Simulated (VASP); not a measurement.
Al2Pt:

```xyz
3
Lattice="-2.1277 2.1277 2.9052 2.1277 -2.1277 2.9052 2.1277 2.1277 -2.9052" Properties=species:S:1:pos:R:3 pbc="T T T"
Al    2.1277    0.0000    1.4526
Al    0.0000    2.1277    1.4526
Pt    0.0000    0.0000    2.9052
```

| Quantity | Value |
| --- | --- |
| Program | VASP 6.6.1 |
| Task | relaxation of cell and atoms |
| Functional | PBE |
| Potentials or basis | VASP PAW PBE potentials, release 64 (Al, Pt) |
| Cutoff | 600 eV |
| k mesh | 16 × 16 × 16 |
| Occupations | gaussian, width 0.1 eV |
| Spin | no spin polarisation |

At the start: pressure -0.2 GPa; volume 17.54 Å³/atom.

Task: Where does the relaxation end?

Result: Over 5 steps the energy falls by 3.1 meV/atom and the volume is 17.51 Å³/atom (-0.2 %); space group I4/mmm (No. 139, to 0.1 Å) before, Fm-3m (No. 225, to 0.1 Å).

The path:
| step | energy change (eV) | largest force (eV/Å) | pressure (GPa) | volume (Å³) |
| --- | --- | --- | --- | --- |
| 1 | 0.0000 | 0.0000 | -0.24 | 52.61 |
| 2 | -0.0056 | 0.0000 | 0.25 | 52.41 |
| 3 | -0.0080 | 0.0000 | 0.88 | 52.16 |
| 4 | -0.0078 | 0.0000 | -0.99 | 52.92 |
| 5 | -0.0092 | 0.0000 | -0.03 | 52.52 |

Final structure:
```xyz
3
Lattice="-2.1026 2.1026 2.9701 2.1026 -2.1026 2.9701 2.1026 2.1026 -2.9701" Properties=species:S:1:pos:R:3 pbc="T T T"
Al    2.1026    0.0000    1.4850
Al    0.0000    2.1026    1.4850
Pt    0.0000    0.0000    2.9701
```
